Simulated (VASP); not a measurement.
A run of VASP 6.6.1 is set up as follows.

INCAR

```
SYSTEM = ScNb
PREC = Accurate ; ENCUT = 520
EDIFF = 1E-6 ; ISMEAR = 0
SIGMA = 0.15 ; LREAL = .FALSE.
LASPH = .TRUE. ; NELM = 100
ALGO = Fast ; ISIF = 2
LWAVE = .FALSE. ; LCHARG = .TRUE.
LELF = .TRUE. ; LVHAR = .TRUE.
NBANDS = 19
```

The input KPOINTS:

```
Automatic mesh
0
G
  18 18 10
  0 0 0
```

The input POSCAR:

```
ScNb
1.0
    3.0656443612      0.0000000000      0.0000000000
   -1.5328221806      2.6549258957      0.0000000000
    0.0000000000      0.0000000000      5.2624012750
Sc Nb
1 1
Direct
    0.0000000000      0.0000000000      0.0000000000
    0.3333333333      0.6666666667      0.5000000000
```

Potentials or basis: VASP PAW LDA potentials, release 64 (Sc_sv, Nb_sv).

The run is started by

```bash
$ cat potpaw_LDA.64/Sc_sv/POTCAR potpaw_LDA.64/Nb_sv/POTCAR > POTCAR
$ mpirun -np 1 vasp_std > vasp.out
```

Problem. What does it give for the pressure?

Solution. -10.4 GPa.

Problem. Predict the band gap on the k mesh.

Solution. Zero (bands 12 and 13 overlap by 0.95 eV).

Stress tensor (GPa, compression positive):
```
 -9.26   0.00   0.00
  0.00  -9.26   0.00
  0.00   0.00 -12.82
```

Caveat: the cell differs from its parent crystal (strain +0.0375 x Voigt [0, 0, 1, 0, 0, 0]); the cell stands under tension.
